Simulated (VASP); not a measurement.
Here is a VASP 6.6.1 calculation.

File INCAR:

```
  ALGO = Normal
  EDIFF = 1E-6
  ENCUT = 520
  GGA = PE
  ISIF = 2
  ISMEAR = 0
  LASPH = True
  LCHARG = False
  LREAL = False
  LWAVE = False
  NBANDS = 26
  NELM = 100
  PREC = Accurate
  SIGMA = 0.1
```

File KPOINTS:

```
k-points
0
Gamma
  8 8 8
```

File POSCAR:

```
Hf3B2
1.0
    4.4327567879      0.0000000000      0.0000000000
    0.0000000000      4.4327567879      0.0000000000
    0.0000000000      0.0000000000      4.4327567879
Hf B
3 2
Direct
    0.0000000000      0.5000000000      0.0000000000
    0.0000000000      0.0000000000      0.5000000000
    0.5000000000      0.0000000000      0.0000000000
    0.5000000000      0.5000000000      0.5000000000
    0.0000000000      0.0000000000      0.0000000000
```

Potentials or basis: VASP PAW PBE potentials, release 64 (Hf_pv, B).

The run is started by

```bash
$ cat potpaw_PBE.64/Hf_pv/POTCAR potpaw_PBE.64/B/POTCAR > POTCAR
$ mpirun -np 1 vasp_std > vasp.out
```

Problem. What does it give for the band gap on the k mesh?

Solution. Zero (bands 18 and 19 overlap by 2.02 eV).

Problem. Estimate the pressure.

Solution. -0.3 GPa.

Caveat: spin-orbit coupling is left out, which moves the levels of the heavy elements.
